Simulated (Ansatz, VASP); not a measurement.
**C in VASP and in Ansatz**

```
C
1.0
     2.44709    0.00000    0.00000
    -1.22355    2.11925    0.00000
     0.00000    0.00000    8.69434
C
8
Direct
  0.00000 0.00000 0.09293
  0.00000 0.00000 0.59293
  0.00000 0.00000 0.40707
  0.00000 0.00000 0.90707
  0.33333 0.66667 0.15550
  0.66667 0.33333 0.65550
  0.33333 0.66667 0.34450
  0.66667 0.33333 0.84450
```

Change from the starting cell: strain -0.025 along x and y, +0.050 along z, atoms carried along.

Alike in both runs: task single point; functional r2SCAN; k mesh 12 × 12 × 4; occupations gaussian, width 0.05 eV; no spin polarisation.

|  | VASP | Ansatz |
| --- | --- | --- |
| version | VASP 6.6.1 | Ansatz 0.2.0 |
| potentials or method | VASP PAW PBE potentials, release 64 (C), cutoff 520 eV | scalar-relativistic, plane waves, PAW |
| valence electrons in the cell | 32 | 32 |

Ansatz gave:

| Item | Value |
| --- | --- |
| gap on the k mesh at the Fermi level (eV) | 3.72 |
| least direct gap on the mesh (eV) | 3.72 |
| pressure (GPa) | 3.9 |
| traceless stress, the component that is largest in VASP (GPa) | -59.42 |
| rms of the force components (eV/Å) | 0.117 |

Question: Estimate VASP's values.

Answer: gap on the k mesh at the Fermi level (eV): 3.68; least direct gap on the mesh (eV): 3.68; pressure (GPa): 5.1; traceless stress, the component that is largest in VASP (GPa): -59.78; rms of the force components (eV/Å): 0.098.

VASP's potentials were made for PBE, not for r2SCAN. Atom by atom the forces differ by 0.019 eV/Å (rms over components). The functional is the same, so the differences come from potentials, cutoffs and numerics.
